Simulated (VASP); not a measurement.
Here is a VASP 6.6.1 calculation.

File INCAR:

```
SYSTEM = BeS
ALGO = Normal ; EDIFF = 1E-6
ENCUT = 600 ; GGA_COMPAT = .False.
ISIF = 2 ; ISMEAR = -1
LASPH = .True. ; LCHARG = .False.
LREAL = .False. ; LWAVE = .False.
NBANDS = 11 ; NELM = 120
PREC = Accurate ; SIGMA = 0.08
```

KPOINTS

```
k-points
0
Gamma
  17 17 17
  0 0 0
```

The input POSCAR:

```
BeS
1.0
    0.0000000000      2.0225160066      2.0225160066
    2.0225160066      0.0000000000      2.0225160066
    2.0225160066      2.0225160066      0.0000000000
Be S
1 1
Direct
    0.0000000000      0.0000000000      0.0000000000
    0.5000000000      0.5000000000      0.5000000000
```

Potentials or basis: VASP PAW LDA potentials, release 64 (Be, S).

Command:

```sh
$ cat potpaw_LDA.64/Be/POTCAR potpaw_LDA.64/S/POTCAR > POTCAR
$ mpirun -np 1 vasp_std > vasp.out
```

(1) Predict the pressure.

(2) What does it give for the band gap on the k mesh?

## Answers

(1) 82.5 GPa.

(2) 1.10 eV, indirect (least direct gap 3.57 eV).
